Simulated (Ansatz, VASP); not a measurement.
**Two plane-wave programs on Pd**

File POSCAR:

```
Pd
1.0
    3.1898244367      0.0000000000      0.0000000000
    0.0000000000      3.1898244367      0.0000000000
    0.0000000000      0.0000000000      3.1898244367
Pd
2
Direct
    0.0000000000      0.0000000000      0.0000000000
    0.5000000000      0.5000000000      0.5000000000
```

INCAR.step1

```
SYSTEM = Pd
PREC     = Accurate       ! precision mode
ENCUT    = 520            ! plane-wave cutoff, eV
ISMEAR   = -1             ! smearing method
SIGMA    = 0.05           ! smearing width, eV
LREAL    = .False.        ! projectors in reciprocal space
LASPH    = .True.         ! aspherical terms in the spheres
NELM     = 150            ! most SCF steps
ISPIN    = 2              ! spin polarisation
MAGMOM   = 0.5 -0.5       ! initial moments
LMAXMIX  = 4              ! l up to which the mixer works
NBANDS   = 21             ! bands
GGA      = PE             ! functional
ALGO     = Normal         ! electronic algorithm
EDIFF    = 1E-4           ! SCF threshold, eV
LWAVE    = .True.         ! write WAVECAR
LCHARG   = .False.        ! write CHGCAR
```

INCAR.step2

```
SYSTEM = Pd
PREC     = Accurate       ! precision mode
ENCUT    = 520            ! plane-wave cutoff, eV
EDIFF    = 1E-7           ! SCF threshold, eV
ISMEAR   = -1             ! smearing method
SIGMA    = 0.05           ! smearing width, eV
LREAL    = .False.        ! projectors in reciprocal space
LASPH    = .True.         ! aspherical terms in the spheres
NELM     = 150            ! most SCF steps
ALGO     = Normal         ! electronic algorithm
ISIF     = 2              ! what is computed and relaxed
LWAVE    = .False.        ! write WAVECAR
LCHARG   = .True.         ! write CHGCAR
ISPIN    = 2              ! spin polarisation
MAGMOM   = 0.5 -0.5       ! initial moments
LORBIT   = 11             ! projections on sites
LMAXMIX  = 4              ! l up to which the mixer works
METAGGA  = R2SCAN         ! meta-GGA
LMIXTAU  = .True.       
LELF     = .True.         ! ELF
LVHAR    = .True.       
NBANDS   = 21             ! bands
ISTART   = 1
```

The input KPOINTS:

```
Automatic mesh
0
Gamma
  11 11 11
  0 0 0
```

Input for Ansatz:

```yaml
crystal:
  lattice:
    - [3.1898244367, 0.0, 0.0]
    - [0.0, 3.1898244367, 0.0]
    - [0.0, 0.0, 3.1898244367]
  atoms:
    - { symbol: Pd, position: [0.0, 0.0, 0.0], spin: 0.5 }
    - { symbol: Pd, position: [0.5, 0.5, 0.5], spin: -0.5 }
hamiltonian:
  xc: r2scan
  pseudopotentials:
    kind: paw
    azcp:
      Pd: "pseudopotentials/Pd.paw.azcp"
basis:
  ecutwfc: 500
  fft_grid_basis: typed
kpoints:
  mp_grid: { grid: [11, 11, 11], shift: [0, 0, 0] }
magnetization:
  spin_polarized: true
scf:
  occupations: { method: fermi_dirac, width: 0.05 }
  lower_state_search: "off"
output:
  stress: true
```

Alike in both runs: task single point; functional r2SCAN; k mesh 11 × 11 × 11; occupations fermi-dirac, width 0.05 eV; collinear spin.

|  | VASP | Ansatz |
| --- | --- | --- |
| version | VASP 6.6.1 | Ansatz 0.2.0 |
| potentials or method | VASP PAW PBE potentials, release 64 (Pd), cutoff 520 eV | plane waves (500 eV) with PAW, scalar-relativistic |
| valence electrons in the cell | 20 | 36 |

```tsv
	VASP	Ansatz	Ansatz less VASP
pressure (GPa)	-10.8	-11.1	-0.36
net moment per atom (μB)	0.00	0.00	0.000
```

VASP's potentials were made for PBE, not for r2SCAN. VASP's potentials hold 20 valence electrons a cell and Ansatz's 36, so a difference there can come from the potentials and not from the codes. Ansatz's warnings: seeded moment not kept, stability check not made.
